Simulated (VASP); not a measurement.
# Sb2Pt (Pa-3) in VASP: single point with PBE

Aim: the single point of Sb2Pt with PBE.

Program: VASP 6.6.1. These are calculated values, not measurements. Logs are shortened: lines on timing, memory, paths and dates and some standing lists are left out, and cuts for length are marked.

### 1 The cell of the first run

The structure is cubic, space group Pa-3 (No. 205). The conventional cell has a = 6.442 Å, b = 6.442 Å, c = 6.442 Å, α = 90.00°, β = 90.00°, γ = 90.00°. Sb (site symmetry 3) has 3 Pt at 2.67 Å and 7 Sb at 2.80 to 3.60 Å within 3.6 Å. Within 3.5 Å of Pt (site symmetry -3) lie 6 Sb at 2.67 Å.

### 2 Single point, PBE

Input file INCAR:

```
SYSTEM = Sb2Pt
PREC = Accurate
ENCUT = 520
EDIFF = 1E-7
ISMEAR = -1
SIGMA = 0.05
LREAL = .FALSE.
LASPH = .TRUE.
NELM = 80
ALGO = Normal
ISIF = 2
LWAVE = .FALSE.
LCHARG = .FALSE.
GGA = PE
NBANDS = 52
```

Input file KPOINTS:

```
Automatic mesh
0
G
  5 5 5
  0 0 0
```

Input file POSCAR:

```
Sb2Pt
1.0
    6.4423000000      0.0000000000      0.0000000000
    0.0000000000      6.4423000000      0.0000000000
    0.0000000000      0.0000000000      6.4423000000
Sb Pt
8 4
Direct
    0.3744988013      0.3744988013      0.3744988013
    0.1255011987      0.6255011987      0.8744988013
    0.8744988013      0.1255011987      0.6255011987
    0.6255011987      0.8744988013      0.1255011987
    0.6255011987      0.6255011987      0.6255011987
    0.8744988013      0.3744988013      0.1255011987
    0.1255011987      0.8744988013      0.3744988013
    0.3744988013      0.1255011987      0.8744988013
    0.0000000000      0.0000000000      0.0000000000
    0.5000000000      0.0000000000      0.5000000000
    0.5000000000      0.5000000000      0.0000000000
    0.0000000000      0.5000000000      0.5000000000
```

Potentials or basis: VASP PAW PBE potentials, release 64 (Sb, Pt).

Launch:

```bash
$ cat potpaw_PBE.64/Sb/POTCAR potpaw_PBE.64/Pt/POTCAR > POTCAR
$ mpirun -np 1 vasp_std > vasp.out
```

OUTCAR:

```text
SYSTEM = Sb2Pt
   PREC = Accurate
   ENCUT = 520
   EDIFF = 1E-7
   ISMEAR = -1
   LREAL = .FALSE.
   LASPH = .TRUE.
   NELM = 80
   ISIF = 2
   GGA = PE

 ion  position               nearest neighbor table
   1  0.374  0.374  0.374-  10 2.67  11 2.67  12 2.67   5 2.80   6 3.60   7 3.60   8 3.60   8 3.60
                             7 3.60   6 3.60
   2  0.126  0.626  0.874-   9 2.67  11 2.67  12 2.67   6 2.80   5 3.60   7 3.60   8 3.60   7 3.60
                             8 3.60   5 3.60
   3  0.874  0.126  0.626-   9 2.67  10 2.67  12 2.67   7 2.80   6 3.60   5 3.60   8 3.60   6 3.60
                             5 3.60   8 3.60
   4  0.626  0.874  0.126-   9 2.67  10 2.67  11 2.67   8 2.80   6 3.60   7 3.60   5 3.60   5 3.60
                             6 3.60   7 3.60
   5  0.626  0.626  0.626-  10 2.67  11 2.67  12 2.67   1 2.80   2 3.60   3 3.60   4 3.60   4 3.60
                             3 3.60   2 3.60
   6  0.874  0.374  0.126-   9 2.67  11 2.67  12 2.67   2 2.80   1 3.60   3 3.60   4 3.60   3 3.60
                             4 3.60   1 3.60
   7  0.126  0.874  0.374-   9 2.67  10 2.67  12 2.67   3 2.80   2 3.60   1 3.60   4 3.60   2 3.60
                             1 3.60   4 3.60
   8  0.374  0.126  0.874-   9 2.67  10 2.67  11 2.67   4 2.80   2 3.60   3 3.60   1 3.60   1 3.60
                             2 3.60   3 3.60
   9  0.000  0.000  0.000-   2 2.67   3 2.67   4 2.67   6 2.67   7 2.67   8 2.67
  10  0.500  0.000  0.500-   1 2.67   3 2.67   4 2.67   5 2.67   7 2.67   8 2.67
  11  0.500  0.500  0.000-   1 2.67   2 2.67   4 2.67   5 2.67   6 2.67   8 2.67
  12  0.000  0.500  0.500-   1 2.67   2 2.67   3 2.67   5 2.67   6 2.67   7 2.67

  LATTYP: Found a simple cubic cell.
 ALAT       =     6.4423000000

  Lattice vectors:

 A1 = (   6.4423000000,   0.0000000000,   0.0000000000)
 A2 = (   0.0000000000,   6.4423000000,   0.0000000000)
 A3 = (   0.0000000000,   0.0000000000,   6.4423000000)

Analysis of symmetry for initial positions (statically):
=====================================================================
 Subroutine PRICEL returns:
 Original cell was already a primitive cell.

 Routine SETGRP: Setting up the symmetry group for a
 simple cubic supercell.

 Subroutine GETGRP returns: Found 24 space group operations
 (whereof  6 operations were pure point group operations)
 out of a pool of 48 trial point group operations.

The static configuration has the point symmetry S_6 .
 The point group associated with its full space group is T_h .

Analysis of symmetry for dynamics (positions and initial velocities):
=====================================================================
 Subroutine PRICEL returns:
 Original cell was already a primitive cell.

 Routine SETGRP: Setting up the symmetry group for a
 simple cubic supercell.

 Subroutine GETGRP returns: Found 24 space group operations
 (whereof  6 operations were pure point group operations)
 out of a pool of 48 trial point group operations.

The dynamic configuration has the point symmetry S_6 .
 The point group associated with its full space group is T_h .

 Subroutine INISYM returns: Found 24 space group operations
 (whereof  6 operations are pure point group operations),
 and found     1 'primitive' translations

----------------------------------------------------------------------------------------

                                     Primitive cell

  volume of cell :     267.3763

  direct lattice vectors                    reciprocal lattice vectors
     6.442300000  0.000000000  0.000000000     0.155224066  0.000000000  0.000000000
     0.000000000  6.442300000  0.000000000     0.000000000  0.155224066  0.000000000
     0.000000000  0.000000000  6.442300000     0.000000000  0.000000000  0.155224066

  length of vectors
     6.442300000  6.442300000  6.442300000     0.155224066  0.155224066  0.155224066

  position of ions in fractional coordinates (direct lattice)
     0.374498801  0.374498801  0.374498801
     0.125501199  0.625501199  0.874498801
     0.874498801  0.125501199  0.625501199
     0.625501199  0.874498801  0.125501199
     0.625501199  0.625501199  0.625501199
     0.874498801  0.374498801  0.125501199
     0.125501199  0.874498801  0.374498801
     0.374498801  0.125501199  0.874498801
     0.000000000  0.000000000  0.000000000
     0.500000000  0.000000000  0.500000000
     0.500000000  0.500000000  0.000000000
     0.000000000  0.500000000  0.500000000

  ion indices of the primitive-cell ions
   primitive index   ion index
                 1           1
                 2           2
                 3           3
                 4           4
                 5           5
                 6           6
                 7           7
                 8           8
                 9           9
                10          10
                11          11
                12          12

----------------------------------------------------------------------------------------

 KPOINTS: Automatic mesh

Automatic generation of k-mesh.
 Grid dimensions read from file:
 generate k-points for:    5    5    5

 Generating k-lattice:

  Cartesian coordinates                     Fractional coordinates (reciprocal lattice)
     0.031044813  0.000000000  0.000000000     0.200000000  0.000000000  0.000000000
     0.000000000  0.031044813  0.000000000     0.000000000  0.200000000  0.000000000
     0.000000000  0.000000000  0.031044813     0.000000000  0.000000000  0.200000000

  Length of vectors
     0.031044813  0.031044813  0.031044813

  Shift w.r.t. Gamma in fractional coordinates (k-lattice)
     0.000000000  0.000000000  0.000000000

 Subroutine IBZKPT returns following result:
 ===========================================

 Found     11 irreducible k-points:

 Following reciprocal coordinates:
            Coordinates               Weight
  0.000000  0.000000  0.000000      1.000000
  0.200000  0.000000  0.000000      6.000000
  0.400000  0.000000  0.000000      6.000000
  0.200000  0.200000  0.000000     12.000000
  0.400000  0.200000  0.000000     12.000000
 -0.200000  0.400000  0.000000     12.000000
  0.400000  0.400000  0.000000     12.000000
  0.200000  0.200000  0.200000      8.000000
  0.400000  0.200000  0.200000     24.000000
  0.400000  0.400000  0.200000     24.000000
  0.400000  0.400000  0.400000      8.000000
   k-points           NKPTS =     11   k-points in BZ     NKDIM =     11   number of bands    NBANDS=     52
   number of dos      NEDOS =    301   number of ions     NIONS =     12
   total plane-waves  NPLWV = 110592
   dimension x,y,z NGX =    48 NGY =   48 NGZ =   48
   dimension x,y,z NGXF=    96 NGYF=   96 NGZF=   96
   ions per type =               8   4
   NGX,Y,Z   is equivalent  to a cutoff of  12.39, 12.39, 12.39 a.u.
   NGXF,Y,Z  is equivalent  to a cutoff of  24.77, 24.77, 24.77 a.u.
 SYSTEM =  Sb2Pt
   PREC   = accura    normal or accurate (medium, high low for compatibility)
   ISTART =      0    job   : 0-new  1-cont  2-samecut
   ICHARG =      2    charge: 1-file 2-atom 10-const
   ISPIN  =      1    spin polarized calculation?
   LNONCOLLINEAR =      F non collinear calculations
   LSORBIT =      F    spin-orbit coupling
   LASPH  =      T    aspherical Exc in radial PAW
   ENCUT  =  520.0 eV  38.22 Ry    6.18 a.u.  11.98 11.98 11.98*2*pi/ulx,y,z
   NELM   =     80;   NELMIN=  2; NELMDL= -5     # of ELM steps
   EDIFF  = 0.1E-06   stopping-criterion for ELM
   LREAL  =      F    real-space projection
   EDIFFG = 0.1E-05   stopping-criterion for IOM
   NSW    =      0    number of steps for IOM
   IBRION =     -1    ionic relax: 0-MD 1-quasi-New 2-CG
   NFREE  =      0    steps in history (QN), initial steepest desc. (CG)
   ISIF   =      2    stress and relaxation
   ISYM   =      2    0-nonsym 1-usesym 2-fastsym
   POTIM  = 0.5000    time-step for ionic-motion
   TEBEG  =    0.0;   TEEND  =   0.0 temperature during run
   PSTRESS=    0.0 pullay stress
   NELECT =      80.0000    total number of electrons
   NUPDOWN=      -1.0000    fix difference up-down
   EMIN   =  10.00;   EMAX   =-10.00  energy-range for DOS
   EFERMI =   0.00;   METHOD = LEGACY
   ISMEAR =    -1;   SIGMA  =   0.05  broadening in eV -4-tet -1-fermi 0-gaus
   EFERMI_NEDOS =   21; number of points for ismear=-14 and -15
   IALGO  =     38    algorithm
   IMIX   =      4    mixing-type and parameters
     AMIX     =   0.40;   BMIX     =  1.00
     AMIX_MAG =   1.60;   BMIX_MAG =  1.00
  volume/ion in A,a.u.               =      22.28       150.36
  Fermi-wavevector in a.u.,A,eV,Ry     =   1.094957  2.069169 16.312456  1.198932
  Thomas-Fermi vector in A             =   2.231272
   LORBIT       =      0    0 simple, 1 ext, 2 COOP (PROOUT), +10 PAW based schemes
   GGA     = PE    functional components
   LHFCALC =     F    Hartree Fock is set to
   AEXX    =    0.0000 exact exchange contribution
   IVDW    =     0    specifies the selected vdW correction
   LEPSILON=     F    determine dielectric tensor
   LRPA    =     F    only Hartree local field effects (RPA)
 non-spin polarized calculation
  energy-cutoff  :      520.00
  volume of cell :      267.38
 maximum number of plane-waves:      7232
   NGX = 23   NGY = 23   NGZ = 23

 number of electron      80.0000002 magnetization

 Free energy of the ion-electron system (eV)
  ---------------------------------------------------
  ext. energy  EPLUGINS =         0.00000000
  ---------------------------------------------------
  free energy    TOTEN  =       -62.99534115 eV

  energy without entropy =      -62.98413262  energy(sigma->0) =      -62.98973688

 E-fermi :   9.4054     XC(G=0): -10.9739

 val. band max:        9.3514852040   @ k =   0.0000   0.0000   0.0000
 cond. band min:       9.4382582184   @ k =   0.2000   0.0000   0.0000
 fundamental gap:      0.0867730143
 Fermi energy:         9.4053765962

 k-point     1 :       0.0000    0.0000    0.0000
  band No.  band energies     occupation
      1      -3.4387      2.00000
      2      -1.1418      2.00000
      3      -1.1418      2.00000
      4      -1.1418      2.00000
      5       0.3414      2.00000
      6       0.3414      2.00000
[... 44 lines left out ...]
     51      14.0034      0.00000
     52      14.2273      0.00000

 k-point     2 :       0.2000    0.0000    0.0000
  band No.  band energies     occupation
      1      -3.2923      2.00000
      2      -1.5021      2.00000
      3      -1.0631      2.00000
      4      -1.0514      2.00000
      5       0.3511      2.00000
      6       0.3627      2.00000
[... 44 lines left out ...]
     51      13.7230      0.00000
     52      14.1715      0.00000

 k-point     3 :       0.4000    0.0000    0.0000
  band No.  band energies     occupation
      1      -2.8665      2.00000
      2      -2.2158      2.00000
      3      -0.9036      2.00000
      4      -0.8858      2.00000
      5       0.4083      2.00000
      6       0.4085      2.00000
[... 44 lines left out ...]
     51      13.5984      0.00000
     52      13.9250      0.00000
[... 331 lines left out ...]
 k-point    10 :       0.4000    0.4000    0.2000
  band No.  band energies     occupation
      1      -2.1783      2.00000
      2      -1.5927      2.00000
      3      -1.5792      2.00000
      4      -1.1498      2.00000
      5      -0.1956      2.00000
      6       0.0128      2.00000
[... 44 lines left out ...]
     51      12.9388      0.00000
     52      13.0543      0.00000

 k-point    11 :       0.4000    0.4000    0.4000
  band No.  band energies     occupation
      1      -1.7936      2.00000
      2      -1.3091      2.00000
      3      -1.2799      2.00000
      4      -1.2799      2.00000
      5      -0.4299      2.00000
      6      -0.4299      2.00000
[... 44 lines left out ...]
     51      12.4046      0.00000
     52      12.4322      0.00000

------------------------ aborting loop because EDIFF is reached ----------------------------------------

  FORCE on cell =-STRESS in cart. coord.  units (eV):
  Direction    XX          YY          ZZ          XY          YZ          ZX
  --------------------------------------------------------------------------------------
  -------------------------------------------------------------------------------------
  Total        9.5136473      9.5136473      9.5136473      0.0000000     -0.0000000      0.0000000
  in kB       57.0078676     57.0078676     57.0078676      0.0000000     -0.0000000      0.0000000
  external PRESSURE =      57.0078676 kB  Pullay stress =       0.0000000 kB

 VOLUME and BASIS-vectors are now :
 -----------------------------------------------------------------------------
  energy-cutoff  :      520.00
  volume of cell :      267.38
      direct lattice vectors                 reciprocal lattice vectors
     6.442300000  0.000000000  0.000000000     0.155224066  0.000000000  0.000000000
     0.000000000  6.442300000  0.000000000     0.000000000  0.155224066  0.000000000
     0.000000000  0.000000000  6.442300000     0.000000000  0.000000000  0.155224066

 POSITION                                       TOTAL-FORCE (eV/Angst)
 -----------------------------------------------------------------------------------
      2.41263      2.41263      2.41263        -0.023323     -0.023323     -0.023323
      0.80852      4.02967      5.63378         0.023323      0.023323     -0.023323
      5.63378      0.80852      4.02967        -0.023323      0.023323      0.023323
      4.02967      5.63378      0.80852         0.023323     -0.023323      0.023323
      4.02967      4.02967      4.02967         0.023323      0.023323      0.023323
      5.63378      2.41263      0.80852        -0.023323     -0.023323      0.023323
      0.80852      5.63378      2.41263         0.023323     -0.023323     -0.023323
      2.41263      0.80852      5.63378        -0.023323      0.023323     -0.023323
      0.00000      0.00000      0.00000         0.000000      0.000000      0.000000
      3.22115      0.00000      3.22115         0.000000      0.000000      0.000000
      3.22115      3.22115      0.00000         0.000000      0.000000      0.000000
      0.00000      3.22115      3.22115         0.000000      0.000000      0.000000
 -----------------------------------------------------------------------------------
    total drift:                               -0.000000     -0.000000     -0.000000

  FREE ENERGIE OF THE ION-ELECTRON SYSTEM (eV)
  ---------------------------------------------------
  free  energy   TOTEN  =       -62.9953411472 eV

  energy  without entropy=      -62.9841326174  energy(sigma->0) =      -62.98973688
```

It took 2.1 min on 1 thread of Intel Xeon Platinum 8488C (Sapphire Rapids), shared host; peak memory 0.39 GiB.

Results:

```
Free energy            : -62.9953 eV
Pressure               : 5.7 GPa
Largest force          : 0.040 eV/Å
Band gap on the k mesh : zero (bands 40 and 41 overlap by 0.09 eV)
```

Forces on the atoms (eV/Å):
```
Sb  -0.023 -0.023 -0.023
Sb   0.023  0.023 -0.023
Sb  -0.023  0.023  0.023
Sb   0.023 -0.023  0.023
Sb   0.023  0.023  0.023
Sb  -0.023 -0.023  0.023
Sb   0.023 -0.023 -0.023
Sb  -0.023  0.023 -0.023
Pt   0.000  0.000  0.000
Pt   0.000  0.000  0.000
Pt   0.000  0.000  0.000
Pt   0.000  0.000  0.000
```

Caveat: the cell stands under pressure; spin-orbit coupling is left out, which moves the levels of the heavy elements.

The gap in the log of VASP goes by the Fermi energy; the results here count the filled bands.